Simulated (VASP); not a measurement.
# Na2MoH6 (P4/mmm) in VASP: notebook, part 2 of 2

VASP 6.6.1. Earlier steps stand in the parts before.

### Step 3. Single point, PBE (atoms taken out)

The input, INCAR:

```
SYSTEM = Na2MoH6
ALGO = Normal
EDIFF = 1E-7
ENCUT = 520
GGA = PE
ISIF = 2
ISMEAR = 0
LASPH = .TRUE.
LCHARG = .FALSE.
LREAL = .FALSE.
LWAVE = .FALSE.
NBANDS = 27
NELM = 60
PREC = Accurate
SIGMA = 0.1
```

The input, KPOINTS:

```
k-points
0
G
  6 6 2
  0 0 0
```

The input, POSCAR:

```
Na2MoH6
1.0
    3.4358624860      0.0000000000      0.0000000000
    0.0000000000      3.4358624860      0.0000000000
    0.0000000000      0.0000000000      8.6059739960
Na H Mo
2 6 1
Direct
    0.5000000000      0.5000000000      0.2983213025
    0.5000000000      0.5000000000      0.7016786975
    0.5000000000      0.0000000000      0.0000000000
    0.5000000000      0.0000000000      0.5000000000
    0.0000000000      0.5000000000      0.0000000000
    0.0000000000      0.5000000000      0.5000000000
    0.0000000000      0.0000000000      0.2126984802
    0.0000000000      0.0000000000      0.7873015198
    0.0000000000      0.0000000000      0.0000000000
```

Potentials or basis: VASP PAW PBE potentials, release 64 (Na_pv, H, Mo_sv).

Launch:

```console
$ cat potpaw_PBE.64/Na_pv/POTCAR potpaw_PBE.64/H/POTCAR potpaw_PBE.64/Mo_sv/POTCAR > POTCAR
$ mpirun -np 1 vasp_std > vasp.out
```

OUTCAR:

```text
SYSTEM = Na2MoH6
   EDIFF = 1E-7
   ENCUT = 520
   GGA = PE
   ISIF = 2
   ISMEAR = 0
   LASPH = .TRUE.
   LREAL = .FALSE.
   NELM = 60
   PREC = Accurate

 ion  position               nearest neighbor table
   1  0.500  0.500  0.298-
   2  0.500  0.500  0.702-
   3  0.500  0.000  0.000-   9 1.72   9 1.72
   4  0.500  0.000  0.500-
   5  0.000  0.500  0.000-   9 1.72   9 1.72
   6  0.000  0.500  0.500-
   7  0.000  0.000  0.213-   9 1.83
   8  0.000  0.000  0.787-   9 1.83
   9  0.000  0.000  0.000-   3 1.72   5 1.72   5 1.72   3 1.72   7 1.83   8 1.83

  LATTYP: Found a simple tetragonal cell.
 ALAT       =     3.4358624860
 C/A-ratio  =     2.5047492532

  Lattice vectors:

 A1 = (   3.4358624860,   0.0000000000,   0.0000000000)
 A2 = (   0.0000000000,   3.4358624860,   0.0000000000)
 A3 = (   0.0000000000,   0.0000000000,   8.6059739960)

Analysis of symmetry for initial positions (statically):
=====================================================================
[... 188 lines left out ...]

 k-point     1 :       0.0000    0.0000    0.0000
  band No.  band energies     occupation
      1     -60.1397      2.00000
      2     -34.2072      2.00000
      3     -34.2072      2.00000
      4     -34.1423      2.00000
      5     -22.0151      2.00000
      6     -22.0004      2.00000
[... 589 lines left out ...]
     26       8.7958      0.00000
     27       8.9326      0.00000

------------------------ aborting loop because EDIFF is reached ----------------------------------------

  FORCE on cell =-STRESS in cart. coord.  units (eV):
  Direction    XX          YY          ZZ          XY          YZ          ZX
  --------------------------------------------------------------------------------------
  -------------------------------------------------------------------------------------
  Total       -0.2172674     -0.2172674     -0.1292122      0.0000000      0.0000000     -0.0000000
  in kB       -3.4263644     -3.4263644     -2.0377106      0.0000000      0.0000000     -0.0000000
  external PRESSURE =      -2.9634798 kB  Pullay stress =       0.0000000 kB

 VOLUME and BASIS-vectors are now :
 -----------------------------------------------------------------------------
  energy-cutoff  :      520.00
  volume of cell :      101.59
      direct lattice vectors                 reciprocal lattice vectors
     3.435862486  0.000000000  0.000000000     0.291047737  0.000000000  0.000000000
     0.000000000  3.435862486  0.000000000     0.000000000  0.291047737  0.000000000
     0.000000000  0.000000000  8.605973996     0.000000000  0.000000000  0.116198353

 POSITION                                       TOTAL-FORCE (eV/Angst)
 -----------------------------------------------------------------------------------
      1.71793      1.71793      2.56735        -0.000000      0.000000      0.016400
      1.71793      1.71793      6.03863        -0.000000      0.000000     -0.016400
      1.71793      0.00000      0.00000         0.000000     -0.000000      0.000000
      1.71793      0.00000      4.30299         0.000000     -0.000000      0.000000
      0.00000      1.71793      0.00000         0.000000     -0.000000      0.000000
      0.00000      1.71793      4.30299         0.000000     -0.000000      0.000000
      0.00000      0.00000      1.83048         0.000000     -0.000000      0.045556
      0.00000      0.00000      6.77550         0.000000     -0.000000     -0.045556
      0.00000      0.00000      0.00000         0.000000     -0.000000      0.000000
 -----------------------------------------------------------------------------------
    total drift:                                0.000000      0.000000      0.000000

  FREE ENERGIE OF THE ION-ELECTRON SYSTEM (eV)
  ---------------------------------------------------
  free  energy   TOTEN  =       -30.2139048720 eV

  energy  without entropy=      -30.2036642345  energy(sigma->0) =      -30.20878455
```

OSZICAR:

```text
N       E                     dE             d eps       ncg     rms          rms(c)
DAV:   1     0.312163799462E+03    0.31216E+03   -0.16763E+04  1080   0.131E+03
DAV:   2    -0.129502121086E+02   -0.32511E+03   -0.31266E+03  1110   0.381E+02
DAV:   3    -0.331542804749E+02   -0.20204E+02   -0.19575E+02  1331   0.102E+02
DAV:   4    -0.336584302194E+02   -0.50415E+00   -0.49600E+00  1277   0.159E+01
DAV:   5    -0.336652621598E+02   -0.68319E-02   -0.68303E-02  1306   0.216E+00    0.201E+01
DAV:   6    -0.338427800637E+02   -0.17752E+00   -0.10915E+01  1202   0.173E+01    0.115E+01
DAV:   7    -0.309900665180E+02    0.28527E+01   -0.26513E+01  1232   0.118E+01    0.620E+00
DAV:   8    -0.302577902077E+02    0.73228E+00   -0.73780E-01  1226   0.416E+00    0.154E+00
DAV:   9    -0.302200631697E+02    0.37727E-01   -0.12106E-01  1242   0.165E+00    0.105E+00
DAV:  10    -0.302150914080E+02    0.49718E-02   -0.24142E-02  1322   0.958E-01    0.305E-01
DAV:  11    -0.302139126350E+02    0.11788E-02   -0.31253E-03  1272   0.284E-01    0.138E-01
DAV:  12    -0.302139069145E+02    0.57206E-05   -0.70328E-04  1240   0.162E-01    0.371E-02
DAV:  13    -0.302139080886E+02   -0.11741E-05   -0.52316E-05  1235   0.373E-02    0.252E-02
DAV:  14    -0.302139050320E+02    0.30566E-05   -0.22001E-05  1243   0.297E-02    0.756E-03
DAV:  15    -0.302139048792E+02    0.15273E-06   -0.24491E-06  1185   0.875E-03    0.189E-03
DAV:  16    -0.302139048720E+02    0.72509E-08   -0.29672E-07  1163   0.278E-03
   1 F= -.30213905E+02 E0= -.30208785E+02  d E =-.102406E-01
```

stdout:

```text
POSCAR found type information on POSCAR NaH Mo
 POSCAR found :  3 types and       9 ions
 scaLAPACK will be used
 LDA part: xc-table for (Slater+PW92), standard interpolation
 POSCAR, INCAR and KPOINTS ok, starting setup
 FFT: planning ... GRIDC
 FFT: planning ... GRID_SOFT
 FFT: planning ... GRID
 WAVECAR not read
 entering main loop
```

Run time: 29 s. Hardware: 1 thread of AMD EPYC 9R45 (Zen 5), shared host; peak memory 0.2 GiB.

What came out:

| Property | Result |
| --- | --- |
| Free energy | -30.2139 eV |
| Pressure | -0.3 GPa |
| Largest force | 0.046 eV/Å |
| Band gap on the k mesh | zero (bands 17 and 18 overlap by 1.51 eV) |

Forces on the atoms (eV/Å):
```
Na   0.000  0.000  0.016
Na   0.000  0.000 -0.016
H    0.000  0.000  0.000
H    0.000  0.000  0.000
H    0.000  0.000  0.000
H    0.000  0.000  0.000
H    0.000  0.000  0.046
H    0.000  0.000 -0.046
Mo   0.000  0.000  0.000
```

Levels at points of the mesh, in eV from the Fermi level:
| k point | band 13 | band 14 | band 15 | band 16 | band 17 | band 18 | band 19 | band 20 | band 21 | band 22 |
| --- | --- | --- | --- | --- | --- | --- | --- | --- | --- | --- |
| (0.00, 0.00, 0.00) | -4.90 | -3.37 | -3.14 | 0.64 | 0.64 | 1.12 | 2.13 | 5.08 | 5.24 | 6.90 |
| (0.50, 0.00, 0.00) | -3.08 | -1.91 | -1.61 | -1.35 | -1.17 | 0.13 | 0.78 | 1.90 | 5.27 | 5.63 |
| (0.50, 0.50, 0.00) | -2.18 | -1.78 | -1.07 | -0.71 | -0.71 | -0.63 | -0.63 | 1.04 | 3.01 | 5.57 |
| (0.00, 0.00, 0.50) | -4.59 | -4.40 | -2.20 | 0.64 | 0.64 | 1.12 | 2.12 | 3.25 | 6.44 | 8.69 |
| (0.50, 0.00, 0.50) | -3.06 | -2.45 | -1.79 | -0.97 | -0.71 | 0.13 | 0.78 | 1.84 | 4.64 | 5.36 |
| (0.50, 0.50, 0.50) | -2.18 | -1.78 | -1.13 | -0.85 | -0.85 | -0.49 | -0.49 | 1.04 | 3.12 | 5.50 |

Caveat: the k points lie up to 0.37 Å⁻¹ apart, too coarse for converged energies and pressures of a metal; the cell differs from its parent crystal (atoms taken out).

### Step 4. Single point, PBE (atoms taken out)

The input, INCAR:

```
SYSTEM = Na2MoH6
ALGO = Normal
EDIFF = 1E-6
ENCUT = 520
GGA = PE
ISIF = 2
ISMEAR = 0
LASPH = .TRUE.
LCHARG = .TRUE.
LELF = .TRUE.
LREAL = .FALSE.
LVHAR = .TRUE.
LWAVE = .FALSE.
NBANDS = 27
NELM = 80
PREC = Accurate
SIGMA = 0.1
```

The input, KPOINTS:

```
k-points
0
G
  4 4 2
  0 0 0
```

The input, POSCAR:

```
Na2MoH6
1.0
    4.4222191900      0.0000000000      0.0000000000
    0.0000000000      4.4222191900      0.0000000000
    0.0000000000      0.0000000000      8.8444383800
Na H Mo
2 6 1
Direct
    0.5000000000      0.5000000000      0.2500000000
    0.5000000000      0.5000000000      0.7500000000
    0.5000000000      0.0000000000      0.0000000000
    0.5000000000      0.0000000000      0.5000000000
    0.0000000000      0.5000000000      0.0000000000
    0.0000000000      0.5000000000      0.5000000000
    0.0000000000      0.0000000000      0.2500000000
    0.0000000000      0.0000000000      0.7500000000
    0.0000000000      0.0000000000      0.0000000000
```

Launch:

```console
$ cat potpaw_PBE.64/Na_pv/POTCAR potpaw_PBE.64/H/POTCAR potpaw_PBE.64/Mo_sv/POTCAR > POTCAR
$ mpirun -np 1 vasp_std > vasp.out
```

It took 35 s on 1 thread of AMD EPYC 9R45 (Zen 5), shared host; peak memory 0.27 GiB.

It converged, with:

| Item | Value |
| --- | --- |
| Free energy | -25.3764 eV |
| Pressure | -10.1 GPa |
| Largest force | 1.820 eV/Å |
| Band gap on the k mesh | zero (bands 17 and 18 overlap by 0.47 eV) |

Forces on the atoms (eV/Å):
```
Na   0.000  0.000  0.288
Na   0.000  0.000 -0.288
H    0.000  0.000  0.000
H    0.000  0.000  0.000
H    0.000  0.000  0.000
H    0.000  0.000  0.000
H    0.000  0.000 -1.820
H    0.000  0.000  1.820
Mo   0.000  0.000  0.000
```

Stress tensor (GPa, compression positive):
```
-10.38   0.00   0.00
  0.00 -10.38   0.00
  0.00   0.00  -9.42
```

Levels at points of the mesh, in eV from the Fermi level:
| k point | band 15 | band 16 | band 17 | band 18 | band 19 | band 20 |
| --- | --- | --- | --- | --- | --- | --- |
| (0.00, 0.00, 0.00) | -1.29 | 0.20 | 0.20 | 0.23 | 0.84 | 3.59 |
| (0.50, 0.00, 0.00) | -0.72 | -0.38 | -0.34 | -0.07 | 0.24 | 0.43 |
| (0.50, 0.50, 0.00) | -0.71 | -0.32 | -0.32 | -0.19 | -0.19 | 0.19 |
| (0.00, 0.00, 0.50) | -0.48 | 0.20 | 0.20 | 0.23 | 0.84 | 2.93 |
| (0.50, 0.00, 0.50) | -0.88 | -0.17 | -0.07 | 0.15 | 0.24 | 0.41 |
| (0.50, 0.50, 0.50) | -0.71 | -0.46 | -0.46 | -0.04 | -0.04 | 0.19 |

Caveat: the cell differs from its parent crystal (atoms taken out); the cell stands under tension; forces of over 1 eV/Å act on the atoms, so gaps and moduli don't describe the material at rest.

### Step 5. Overview

| cell | k mesh | gap on the mesh (eV) | pressure (GPa) | largest force (eV/Å) |
| --- | --- | --- | --- | --- |
| a = 3.436, b = 3.436, c = 8.606 Å, 9 atoms, atomic positions A | 4 × 4 × 2 | none | -0.1 | 0.01 |
| a = 3.436, b = 3.436, c = 8.606 Å, 9 atoms, atomic positions A | 6 × 6 × 2 | none | -0.3 | 0.05 |
| a = 4.422, b = 4.422, c = 8.844 Å, 9 atoms, atomic positions B | 4 × 4 × 2 | none | -10.1 | 1.82 |

Alike in all rows: task single point; level PBE; potentials or basis VASP PAW PBE potentials, release 64 (Na_pv, H, Mo_sv); no spin polarisation; cutoff (eV) 520; smearing gaussian 0.1 eV.

Caveats: some runs use coarse meshes; the cell stands under tension (at least some runs); forces of over 1 eV/Å act on the atoms, so gaps and moduli don't describe the material at rest (at least some runs).

Total energies depend on the potentials used, so only differences within one code and one set of settings carry meaning.
